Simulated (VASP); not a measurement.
# Si4Ge (Cmmm) in VASP: notebook

Si4Ge is run at these levels: PBE; tasks: single point, relaxation of cell and atoms.

Everything below comes from runs of VASP 6.6.1. Logs are shortened: lines on timing, memory, paths and dates and some standing lists are left out, and cuts for length are marked.

## 1. The cell of the first run

The structure is orthorhombic, space group Cmmm (No. 65). The conventional cell has a = 5.077 Å, b = 8.083 Å, c = 4.742 Å, α = 90.00°, β = 90.00°, γ = 90.00°. Si (site symmetry mmm) has 2 Si at 2.37 Å and 2 Ge at 2.54 Å within 3.1 Å. Within 3.2 Å of Si (site symmetry 2/m) lie 4 Si at 2.39 to 2.54 Å. Within 3.1 Å of Si (site symmetry mmm) lie 6 Si at 2.37 to 2.39 Å. Ge (site symmetry mmm) has 10 Si at 2.54 to 3.36 Å within 3.4 Å.

## 2. Single point, PBE

Contents of INCAR:

```
ALGO = Normal
EDIFF = 1E-6
ENCUT = 500
GGA = PE
GGA_COMPAT = F
ISIF = 2
ISMEAR = 0
LASPH = T
LCHARG = T
LELF = T
LREAL = F
LVHAR = T
LWAVE = F
NBANDS = 23
NELM = 120
PREC = Accurate
SIGMA = 0.2
```

Contents of KPOINTS:

```
k-points
0
Gamma
  4 4 4
```

Contents of POSCAR:

```
Si4Ge
1.0
    2.5384616002     -4.0413502059      0.0000000000
    2.5384616002      4.0413502059      0.0000000000
    0.0000000000      0.0000000000      4.7418102383
Si Ge
4 1
Direct
    0.5000000000      0.5000000000      0.0000000000
    0.0000000000      0.5000000000      0.5000000000
    0.5000000000      0.0000000000      0.5000000000
    0.5000000000      0.5000000000      0.5000000000
    0.0000000000      0.0000000000      0.0000000000
```

Potentials or basis: VASP PAW PBE potentials, release 64 (Si, Ge_d).

On the command line:

```sh
cat potpaw_PBE.64/Si/POTCAR potpaw_PBE.64/Ge_d/POTCAR > POTCAR
mpirun -np 1 vasp_std > vasp.out
```

OUTCAR:

```text
EDIFF = 1E-6
   ENCUT = 500
   GGA = PE
   ISIF = 2
   ISMEAR = 0
   LASPH = T
   LREAL = F
   NELM = 120
   PREC = Accurate

 ion  position               nearest neighbor table
   1  0.500  0.500  0.000-   4 2.37   4 2.37   5 2.54   5 2.54
   2  0.000  0.500  0.500-   4 2.39   4 2.39   3 2.54   3 2.54
   3  0.500  0.000  0.500-   4 2.39   4 2.39   2 2.54   2 2.54
   4  0.500  0.500  0.500-   1 2.37   1 2.37   3 2.39   2 2.39   3 2.39   2 2.39
   5  0.000  0.000  0.000-   1 2.54   1 2.54

  LATTYP: Found a base centered orthorhombic cell.
 ALAT       =     5.0769232004
 B/A-ratio  =     1.5920470121
 C/A-ratio  =     0.9339929030

  Lattice vectors:

 A1 = (   2.5384616002,  -4.0413502059,   0.0000000000)
 A2 = (   2.5384616002,   4.0413502059,   0.0000000000)
 A3 = (   0.0000000000,   0.0000000000,   4.7418102383)

Analysis of symmetry for initial positions (statically):
=====================================================================
 Subroutine PRICEL returns:
 Original cell was already a primitive cell.

 Routine SETGRP: Setting up the symmetry group for a
 base centered orthorhombic supercell.

 Subroutine GETGRP returns: Found  8 space group operations
 (whereof  8 operations were pure point group operations)
 out of a pool of  8 trial point group operations.

The static configuration has the point symmetry D_2h.

Analysis of symmetry for dynamics (positions and initial velocities):
=====================================================================
 Subroutine PRICEL returns:
 Original cell was already a primitive cell.

 Routine SETGRP: Setting up the symmetry group for a
 base centered orthorhombic supercell.

 Subroutine GETGRP returns: Found  8 space group operations
 (whereof  8 operations were pure point group operations)
 out of a pool of  8 trial point group operations.

The dynamic configuration has the point symmetry D_2h.

 Subroutine INISYM returns: Found  8 space group operations
 (whereof  8 operations are pure point group operations),
 and found     1 'primitive' translations

----------------------------------------------------------------------------------------

                                     Primitive cell

  volume of cell :      97.2907

  direct lattice vectors                    reciprocal lattice vectors
     2.538461600 -4.041350206  0.000000000     0.196969692 -0.123721028  0.000000000
     2.538461600  4.041350206  0.000000000     0.196969692  0.123721028  0.000000000
     0.000000000  0.000000000  4.741810238     0.000000000  0.000000000  0.210889924

  length of vectors
     4.772452072  4.772452072  4.741810238     0.232602563  0.232602563  0.210889924

  position of ions in fractional coordinates (direct lattice)
     0.500000000  0.500000000  0.000000000
     1.000000000  0.500000000  0.500000000
     0.500000000  1.000000000  0.500000000
     0.500000000  0.500000000  0.500000000
     0.000000000  0.000000000  0.000000000

  ion indices of the primitive-cell ions
   primitive index   ion index
                 1           1
                 2           2
                 3           3
                 4           4
                 5           5

----------------------------------------------------------------------------------------

 KPOINTS: k-points

Automatic generation of k-mesh.
 Grid dimensions read from file:
 generate k-points for:    4    4    4

 Generating k-lattice:

  Cartesian coordinates                     Fractional coordinates (reciprocal lattice)
     0.049242423 -0.030930257  0.000000000     0.250000000 -0.000000000  0.000000000
     0.049242423  0.030930257  0.000000000    -0.000000000  0.250000000  0.000000000
     0.000000000  0.000000000  0.052722481     0.000000000  0.000000000  0.250000000

  Length of vectors
     0.058150641  0.058150641  0.052722481

  Shift w.r.t. Gamma in fractional coordinates (k-lattice)
     0.000000000  0.000000000  0.000000000

 Subroutine IBZKPT returns following result:
 ===========================================

 Found     21 irreducible k-points:

 Following reciprocal coordinates:
            Coordinates               Weight
  0.000000  0.000000  0.000000      1.000000
  0.250000  0.000000  0.000000      4.000000
  0.500000  0.000000  0.000000      2.000000
  0.250000  0.250000  0.000000      2.000000
  0.500000  0.250000  0.000000      4.000000
 -0.250000  0.250000  0.000000      2.000000
[... 13 lines left out ...]
 -0.250000  0.250000  0.500000      2.000000
  0.500000  0.500000  0.500000      1.000000
   k-points           NKPTS =     21   k-points in BZ     NKDIM =     21   number of bands    NBANDS=     23
   number of dos      NEDOS =    301   number of ions     NIONS =      5
   total plane-waves  NPLWV =  46656
   dimension x,y,z NGX =    36 NGY =   36 NGZ =   36
   dimension x,y,z NGXF=    72 NGYF=   72 NGZF=   72
   ions per type =               4   1
   NGX,Y,Z   is equivalent  to a cutoff of  12.54, 12.54, 12.62 a.u.
   NGXF,Y,Z  is equivalent  to a cutoff of  25.08, 25.08, 25.24 a.u.
 SYSTEM =  unknown system
   PREC   = accura    normal or accurate (medium, high low for compatibility)
   ISTART =      0    job   : 0-new  1-cont  2-samecut
   ICHARG =      2    charge: 1-file 2-atom 10-const
   ISPIN  =      1    spin polarized calculation?
   LNONCOLLINEAR =      F non collinear calculations
   LSORBIT =      F    spin-orbit coupling
   LASPH  =      T    aspherical Exc in radial PAW
   ENCUT  =  500.0 eV  36.75 Ry    6.06 a.u.   8.70  8.70  8.65*2*pi/ulx,y,z
   NELM   =    120;   NELMIN=  2; NELMDL= -5     # of ELM steps
   EDIFF  = 0.1E-05   stopping-criterion for ELM
   LREAL  =      F    real-space projection
   EDIFFG = 0.1E-04   stopping-criterion for IOM
   NSW    =      0    number of steps for IOM
   IBRION =     -1    ionic relax: 0-MD 1-quasi-New 2-CG
   NFREE  =      0    steps in history (QN), initial steepest desc. (CG)
   ISIF   =      2    stress and relaxation
   ISYM   =      2    0-nonsym 1-usesym 2-fastsym
   POTIM  = 0.5000    time-step for ionic-motion
   TEBEG  =    0.0;   TEEND  =   0.0 temperature during run
   PSTRESS=    0.0 pullay stress
   NELECT =      30.0000    total number of electrons
   NUPDOWN=      -1.0000    fix difference up-down
   EMIN   =  10.00;   EMAX   =-10.00  energy-range for DOS
   EFERMI =   0.00;   METHOD = LEGACY
   ISMEAR =     0;   SIGMA  =   0.20  broadening in eV -4-tet -1-fermi 0-gaus
   EFERMI_NEDOS =   21; number of points for ismear=-14 and -15
   IALGO  =     38    algorithm
   IMIX   =      4    mixing-type and parameters
     AMIX     =   0.40;   BMIX     =  1.00
     AMIX_MAG =   1.60;   BMIX_MAG =  1.00
  volume/ion in A,a.u.               =      19.46       131.31
  Fermi-wavevector in a.u.,A,eV,Ry     =   1.106008  2.090052 16.643369  1.223253
  Thomas-Fermi vector in A             =   2.242503
   LORBIT       =      0    0 simple, 1 ext, 2 COOP (PROOUT), +10 PAW based schemes
   GGA     = PE    functional components
   LHFCALC =     F    Hartree Fock is set to
   AEXX    =    0.0000 exact exchange contribution
   IVDW    =     0    specifies the selected vdW correction
   LEPSILON=     F    determine dielectric tensor
   LRPA    =     F    only Hartree local field effects (RPA)
 non-spin polarized calculation
 Gauss-broadening in eV      SIGMA  =   0.20
  energy-cutoff  :      500.00
  volume of cell :       97.29
 maximum number of plane-waves:      2487
 NGX is ok and might be reduce to    36
   NGX = 17   NGY = 17   NGZ = 17

 number of electron      29.9999999 magnetization

 Free energy of the ion-electron system (eV)
  ---------------------------------------------------
  ext. energy  EPLUGINS =         0.00000000
  ---------------------------------------------------
  free energy    TOTEN  =       -22.81579858 eV

  energy without entropy =      -22.80197009  energy(sigma->0) =      -22.80888433

 E-fermi :   6.2477     XC(G=0): -10.0130

 val. band max:        6.2366178928   @ k =   0.2500   0.2500   0.2500
 cond. band min:       6.4022728419   @ k =   0.0000   0.0000   0.2500
 fundamental gap:      0.1656549491
 Fermi energy:         6.2477473506

 k-point     1 :       0.0000    0.0000    0.0000
  band No.  band energies     occupation
      1     -18.5722      2.00000
      2     -18.5685      2.00000
      3     -18.5196      2.00000
      4     -18.5081      2.00000
      5     -18.4938      2.00000
      6      -6.4683      2.00000
[... 15 lines left out ...]
     22       9.7836      0.00000
     23      10.1213      0.00000

 k-point     2 :       0.2500    0.0000    0.0000
  band No.  band energies     occupation
      1     -18.5720      2.00000
      2     -18.5685      2.00000
      3     -18.5197      2.00000
      4     -18.5074      2.00000
      5     -18.4937      2.00000
      6      -6.0534      2.00000
[... 15 lines left out ...]
     22      11.1714      0.00000
     23      11.6584      0.00000

 k-point     3 :       0.5000    0.0000    0.0000
  band No.  band energies     occupation
      1     -18.5719      2.00000
      2     -18.5686      2.00000
      3     -18.5198      2.00000
      4     -18.5067      2.00000
      5     -18.4936      2.00000
      6      -5.2865      2.00000
[... 15 lines left out ...]
     22      10.2816      0.00000
     23      10.7795      0.00000
[... 417 lines left out ...]
 k-point    20 :      -0.2500    0.2500    0.5000
  band No.  band energies     occupation
      1     -18.5713      2.00000
      2     -18.5688      2.00000
      3     -18.5199      2.00000
      4     -18.5082      2.00000
      5     -18.4934      2.00000
      6      -5.0562      2.00000
[... 15 lines left out ...]
     22      12.6449      0.00000
     23      13.1302      0.00000

 k-point    21 :       0.5000    0.5000    0.5000
  band No.  band energies     occupation
      1     -18.5711      2.00000
      2     -18.5690      2.00000
      3     -18.5199      2.00000
      4     -18.5083      2.00000
      5     -18.4931      2.00000
      6      -3.6264      2.00000
[... 15 lines left out ...]
     22       9.9813      0.00000
     23      12.7881      0.00000

------------------------ aborting loop because EDIFF is reached ----------------------------------------

  FORCE on cell =-STRESS in cart. coord.  units (eV):
  Direction    XX          YY          ZZ          XY          YZ          ZX
  --------------------------------------------------------------------------------------
  -------------------------------------------------------------------------------------
  Total        0.1737577     -0.0186505      0.1046590     -0.0000000      0.0000000      0.0000000
  in kB        2.8614324     -0.3071351      1.7235184     -0.0000000      0.0000000      0.0000000
  external PRESSURE =       1.4259385 kB  Pullay stress =       0.0000000 kB

 VOLUME and BASIS-vectors are now :
 -----------------------------------------------------------------------------
  energy-cutoff  :      500.00
  volume of cell :       97.29
      direct lattice vectors                 reciprocal lattice vectors
     2.538461600 -4.041350206  0.000000000     0.196969692 -0.123721028  0.000000000
     2.538461600  4.041350206  0.000000000     0.196969692  0.123721028  0.000000000
     0.000000000  0.000000000  4.741810238     0.000000000  0.000000000  0.210889924

 POSITION                                       TOTAL-FORCE (eV/Angst)
 -----------------------------------------------------------------------------------
      2.53846      0.00000      0.00000         0.000000      0.000000      0.000000
      1.26923      2.02068      2.37091         0.000000      0.000000      0.000000
      1.26923     -2.02068      2.37091         0.000000      0.000000      0.000000
      2.53846      0.00000      2.37091        -0.000000      0.000000      0.000000
      0.00000      0.00000      0.00000         0.000000     -0.000000      0.000000
 -----------------------------------------------------------------------------------
    total drift:                               -0.000000      0.000000      0.000000

  FREE ENERGIE OF THE ION-ELECTRON SYSTEM (eV)
  ---------------------------------------------------
  free  energy   TOTEN  =       -22.8157985753 eV

  energy  without entropy=      -22.8019700870  energy(sigma->0) =      -22.80888433
```

It took 20 s on 1 thread of Intel Xeon 6975P-C (Granite Rapids), shared host; peak memory 0.21 GiB.

What came out:

```yaml
Free_energy: -22.8158 eV
Pressure: 0.1 GPa
Band_gap_on_the_k_mesh: zero (band 15 reaches 7.80 eV, above the bottom of band 16 at 5.38 eV)
```

Caveat: the k points lie up to 0.37 Å⁻¹ apart.

[end of part 1 of 2]
